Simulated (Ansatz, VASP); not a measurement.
# One calculation of Ca2P3, two programs

```xyz
10
Lattice="7.4774 0.0000 0.0000 0.0000 7.4774 0.0000 0.0000 0.0000 3.9126" Properties=species:S:1:pos:R:3 pbc="T T T"
Ca    2.6640    6.4027    0.0000
Ca    1.0747    2.6640    0.0000
Ca    4.8134    1.0747    0.0000
Ca    6.4027    4.8134    0.0000
P     0.0000    0.0000    0.0000
P     3.7387    3.7387    0.0000
P     1.2837    5.0224    1.9563
P     2.4550    1.2837    1.9563
P     6.1937    2.4550    1.9563
P     5.0224    6.1937    1.9563
```

Alike in both runs: functional PBE; k mesh 2 × 2 × 4; occupations gaussian, width 0.1 eV; no spin polarisation.

Ansatz relaxed the structure, and its values are those at the end. VASP's run is a single point on that final structure, the one shown.

|  | VASP | Ansatz |
| --- | --- | --- |
| version | VASP 6.6.1 | Ansatz 0.2.0 |
| potentials or method | VASP PAW PBE potentials, release 64 (Ca_sv, P), cutoff 520 eV | scalar-relativistic, plane waves, PAW |
| valence electrons in the cell | 70 | 70 |

```tsv
	VASP	Ansatz	Ansatz less VASP
gap on the k mesh at the Fermi level (eV)	none	none	-
pressure (GPa)	0.1	0.0	-0.15
rms of the force components (eV/Å)	0.012	0.016	+0.0045
```

A gap of «none» marks a metal or a gap that the smearing closes.

The k mesh is coarse, so the values compare programs but aren't converged.
